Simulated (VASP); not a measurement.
A run of VASP 6.6.1 is set up as follows.

File INCAR:

```
PREC     = Accurate       # precision mode
ENCUT    = 520            # plane-wave cutoff, eV
EDIFF    = 1E-6           # SCF threshold, eV
ISMEAR   = 0              # smearing method
SIGMA    = 0.1            # smearing width, eV
LREAL    = F              # projectors in reciprocal space
LASPH    = T              # aspherical terms in the spheres
NELM     = 100            # most SCF steps
ALGO     = Normal         # electronic algorithm
ISIF     = 2              # what is computed and relaxed
LWAVE    = F              # write WAVECAR
LCHARG   = T              # write CHGCAR
LDIPOL   = T            
IDIPOL   = 3            
DIPOL    = 0.5 0.5 0.341
GGA      = PE             # functional
LELF     = T              # ELF
LVHAR    = T            
LVACPOTAV= T            
NBANDS   = 53             # bands
```

Contents of KPOINTS:

```
regular mesh
0
Gamma
  6 6 1
```

The input POSCAR:

```
Mo6C
1.0
    4.4695765307      0.0000000000      0.0000000000
   -2.2347882654      3.8707668198      0.0000000000
    0.0000000000      0.0000000000     19.7595667302
Mo C
6 1
Direct
    0.6666666667      0.3333333333      0.2024335885
    0.3333333333      0.6666666667      0.2486060831
    0.0000000000      0.0000000000      0.2947785778
    0.6666666667      0.3333333333      0.3368821123
    0.3333333333      0.6666666667      0.3779725567
    0.0000000000      0.0000000000      0.4180034331
    0.0000000000      0.0000000000      0.5063511640
```

Potentials or basis: VASP PAW PBE potentials, release 64 (Mo_sv, C).

The run is started by

```console
$ cat potpaw_PBE.64/Mo_sv/POTCAR potpaw_PBE.64/C/POTCAR > POTCAR
$ mpirun -np 1 vasp_std > vasp.out
```

**Question.** What does it give for the largest force?

**Answer.** 3.162 eV/Å.

**Question.** Predict the band gap on the k mesh.

**Answer.** Zero (band 44 reaches 0.05 eV, above the bottom of band 45 at -0.45 eV).

Forces in eV/Å, atoms in the order of the input:
```
Mo   0.000  0.000  2.283
Mo   0.000  0.000 -0.396
Mo   0.000  0.000 -3.162
Mo   0.000  0.000 -0.893
Mo   0.000  0.000  0.633
Mo   0.000  0.000  1.451
C    0.000  0.000  0.085
```
